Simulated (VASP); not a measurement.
# Ta in VASP: notebook, part 2 of 2

VASP 6.6.1. The steps go on from the part before.

## Step 3: Single point, PBE

Contents of INCAR:

```
PREC = Accurate ; ENCUT = 520
EDIFF = 1E-7 ; ISMEAR = -1
SIGMA = 0.08 ; LREAL = False
LASPH = True ; NELM = 80
ALGO = Normal ; ISIF = 2
LWAVE = False ; LCHARG = True
LDIPOL = True ; IDIPOL = 3
DIPOL = 0.5 0.5 0.500 ; GGA = PE
LELF = True ; LVHAR = True
LVACPOTAV = True ; NBANDS = 24
```

Contents of KPOINTS:

```
Automatic mesh
0
Gamma
  12 12 1
```

Contents of POSCAR:

```
Ta
1.0
    3.3195547170      0.0000000000      0.0000000000
    0.0000000000      3.3195547170      0.0000000000
    0.0000000000      0.0000000000     19.3196000000
Ta
3
Direct
    0.0000000000      0.0000000000      0.4256079889
    0.5000000000      0.5000000000      0.4999999903
    0.0000000000      0.0000000000      0.5743920208
```

Potentials or basis: VASP PAW PBE potentials, release 64 (Ta_pv).

The run is started by

```console
$ cat potpaw_PBE.64/Ta_pv/POTCAR > POTCAR
$ mpirun -np 1 vasp_std > vasp.out
```

Wall time 2.8 min (1 thread of Intel Xeon 6975P-C (Granite Rapids), shared host); peak memory 0.36 GiB.

It converged, with:

| Property | Result |
| --- | --- |
| Free energy | -32.0527 eV |
| Largest force | 0.006 eV/Å |

Forces in eV/Å, atoms in the order of the input:
```
Ta   0.000  0.000 -0.006
Ta   0.000  0.000  0.000
Ta   0.000  0.000  0.006
```

Levels at points of the mesh, in eV from the Fermi level:
```csv
k point,band 14,band 15,band 16,band 17,band 18,band 19
"(0.00, 0.00, 0.00)",-1.25,-0.24,0.04,0.33,0.73,0.73
"(0.50, 0.00, 0.00)",-1.33,-1.30,-1.17,-0.27,0.95,1.69
"(0.50, 0.50, 0.00)",-1.35,-1.34,-1.34,1.40,1.40,2.12
```

Caveat: spin-orbit coupling is left out, which moves the levels of the heavy elements.

## Step 4: Single point, PBE+U

Contents of INCAR:

```
  PREC = Accurate
  ENCUT = 520
  EDIFF = 1E-6
  ISMEAR = -5
  SIGMA = 0.1
  LREAL = False
  LASPH = True
  NELM = 150
  ALGO = Normal
  ISIF = 2
  LWAVE = False
  LCHARG = False
  LMAXMIX = 4
  LDAU = True
  LDAUTYPE = 2
  LDAUL = 2
  LDAUU = 6
  LDAUJ = 0
  LDAUPRINT = 1
  LDIPOL = True
  IDIPOL = 3
  DIPOL = 0.5 0.5 0.500
  GGA = PE
  NBANDS = 24
```

KPOINTS is that of step 3.

POSCAR is that of step 3.

The run is started by

```console
$ cat potpaw_PBE.64/Ta_pv/POTCAR > POTCAR
$ mpirun -np 1 vasp_std > vasp.out
```

Run time: 2.2 min. Hardware: 1 thread of Intel Xeon 6975P-C (Granite Rapids), shared host; peak memory 0.35 GiB.

Results (log left out):

```
Free energy   : -16.0014 eV
Largest force : 1.849 eV/Å
```

Forces in eV/Å, atoms in the order of the input:
```
Ta   0.000  0.000 -1.849
Ta   0.000  0.000  0.000
Ta   0.000  0.000  1.849
```

Levels at points of the mesh, in eV from the Fermi level:
```csv
k point,band 14,band 15,band 16,band 17,band 18,band 19
"(0.00, 0.00, 0.00)",-1.11,-0.49,0.19,0.22,0.97,0.97
"(0.50, 0.00, 0.00)",-1.43,-1.15,-1.06,-0.39,1.07,1.53
"(0.50, 0.50, 0.00)",-1.39,-1.27,-1.27,1.35,1.35,2.08
```

Eigenvalues of the final occupation matrices:
```
    site  spin  trace               eigenvalues
site 1 d     1   1.06  0.19 0.19 0.22 0.22 0.24
site 1 d     2   1.06  0.19 0.19 0.22 0.22 0.24
site 2 d     1   1.23  0.15 0.15 0.30 0.30 0.32
site 2 d     2   1.23  0.15 0.15 0.30 0.30 0.32
site 3 d     1   1.06  0.19 0.19 0.22 0.22 0.24
site 3 d     2   1.06  0.19 0.19 0.22 0.22 0.24
```

Caveat: spin-orbit coupling is left out, which moves the levels of the heavy elements; U without spin polarisation on a metal has little footing; the U is typed as a test and isn't derived for this compound; tetrahedron occupations give inexact forces and stress in metals.

## Step 5: Relaxation of the atoms, PBE

Contents of INCAR:

```
SYSTEM = Ta
PREC = Accurate ; ENCUT = 520
EDIFF = 1E-6 ; ISMEAR = -1
SIGMA = 0.08 ; LREAL = .False.
LASPH = .True. ; NELM = 80
ALGO = Normal ; ISIF = 2
LWAVE = .False. ; LCHARG = .False.
LDIPOL = .True. ; IDIPOL = 3
DIPOL = 0.5 0.5 0.500 ; GGA = PE
IBRION = 2 ; NSW = 32
EDIFFG = -0.01
```

Contents of KPOINTS:

```
Automatic mesh
0
Gamma
  12 12 1
  0 0 0
```

POSCAR is that of step 4.

The run is started by

```console
$ cat potpaw_PBE.64/Ta_pv/POTCAR > POTCAR
$ mpirun -np 1 vasp_std > vasp.out
```

Run time: 4.3 min. Hardware: 1 thread of Intel Xeon 8259CL, shared host; peak memory 0.36 GiB.

Results (log left out):

```yaml
Free_energy: -32.0527 eV
Largest_force_after_relaxing: 0.006 eV/Å
```

Forces on the atoms (eV/Å):
```
Ta   0.000  0.000 -0.006
Ta   0.000  0.000  0.000
Ta   0.000  0.000  0.006
```

Final structure:
```
CELL_PARAMETERS angstrom
3.31955 0.00000 0.00000
0.00000 3.31955 0.00000
0.00000 0.00000 19.31960
ATOMIC_POSITIONS crystal
Ta 0.00000 0.00000 0.42561
Ta 0.50000 0.50000 0.50000
Ta 0.00000 0.00000 0.57439
```

Levels at points of the mesh, in eV from the Fermi level:
```tsv
k point	band 14	band 15	band 16	band 17	band 18	band 19
(0.00, 0.00, 0.00)	-1.25	-0.24	0.04	0.33	0.73	0.73
(0.50, 0.00, 0.00)	-1.33	-1.30	-1.17	-0.27	0.95	1.69
(0.50, 0.50, 0.00)	-1.35	-1.34	-1.34	1.40	1.40	2.12
```

Caveat: the relaxation stopped at its first step, so nothing moved; spin-orbit coupling is left out, which moves the levels of the heavy elements.

## Step 6: The runs side by side

| task | level | U | cell | smearing | gap on the mesh (eV) | largest force (eV/Å) |
| --- | --- | --- | --- | --- | --- | --- |
| single point | PBE | - | as given | fermi-dirac 0.08 eV | none | 0.01 |
| single point | PBE+U | Ta d U = 6.0 eV | as given | tetrahedron | none | 1.85 |
| relaxation of the atoms | PBE | - | atoms relaxed | fermi-dirac 0.08 eV | none | 0.01 |

Alike in all rows: potentials or basis VASP PAW PBE potentials, release 64 (Ta_pv); no spin polarisation; k mesh 12 × 12 × 1; cutoff (eV) 520.

Caveats: spin-orbit coupling is left out, which moves the levels of the heavy elements; U without spin polarisation on a metal has little footing (some runs); the U is typed as a test and isn't derived for this compound (some runs); tetrahedron occupations give inexact forces and stress in metals (some runs); the relaxation stopped at its first step, so nothing moved (some runs).

Total energies depend on the potentials used, so only differences within one code and one set of settings carry meaning.
